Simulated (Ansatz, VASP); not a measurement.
**KBeSi: VASP beside Ansatz**

Contents of INCAR:

```
SYSTEM = KBeSi
PREC = Accurate ; ENCUT = 520
EDIFF = 1E-6 ; ISMEAR = 0
SIGMA = 0.1 ; LREAL = .False.
LASPH = .True. ; NELM = 100
ALGO = Normal ; ISIF = 2
LWAVE = .False. ; LCHARG = .True.
LDIPOL = .True. ; IDIPOL = 3
DIPOL = 0.5 0.5 0.498 ; GGA = PE
LELF = .True. ; LVHAR = .True.
LVACPOTAV = .True. ; NBANDS = 14
```

The input KPOINTS:

```
regular mesh
0
Gamma
  4 4 1
  0 0 0
```

POSCAR

```
KBeSi
1.0
    3.9636556200      0.0000000000      0.0000000000
    0.0000000000      3.9636556200      0.0000000000
    0.0000000000      0.0000000000     17.0000000000
K Be Si
1 1 1
Direct
    0.0000000000      0.0000000000      0.4947058800
    0.5000000000      0.5000000000      0.4341118100
    0.5000000000      0.5000000000      0.5658881900
```

Input for Ansatz:

```yaml
crystal:
  lattice:
    - [3.96365562, 0.0, 0.0]
    - [0.0, 3.96365562, 0.0]
    - [0.0, 0.0, 17.0]
  atoms:
    - { symbol: K, position: [0.0, 0.0, 0.49470588] }
    - { symbol: Be, position: [0.5, 0.5, 0.43411181] }
    - { symbol: Si, position: [0.5, 0.5, 0.56588819] }
  periodic: [true, true, false]
basis:
  ecutwfc: 420
kpoints:
  mp_grid: { grid: [4, 4, 1] }
hamiltonian:
  xc: pbe
scf:
  occupations: { method: gaussian, width: 0.1 }
  lower_state_search: "off"
output:
  forces: true
  stress: true
  eigenvalues: true
```

Alike in both runs: task single point; functional PBE; k mesh 4 × 4 × 1; occupations gaussian, width 0.1 eV; no spin polarisation.

```csv
,VASP,Ansatz
version,VASP 6.6.1,Ansatz 0.2.0
potentials or method,"VASP PAW PBE potentials, release 64 (K_sv, Be, Si), cutoff 520 eV","scalar-relativistic, plane waves, PAW"
valence electrons in the cell,15,15
```

Ansatz gave:

```
gap on the k mesh at the Fermi level (eV) : none
rms of the force components (eV/Å)        : 0.180
```

Q: Which values does VASP return?

A: gap on the k mesh at the Fermi level (eV): none; rms of the force components (eV/Å): 0.175.

Atom by atom the forces differ by 0.006 eV/Å (rms over components). A gap of «none» marks a metal or a gap that the smearing closes. Ansatz's warnings: slab cell height set.

The k mesh is coarse, so the values compare programs but aren't converged.
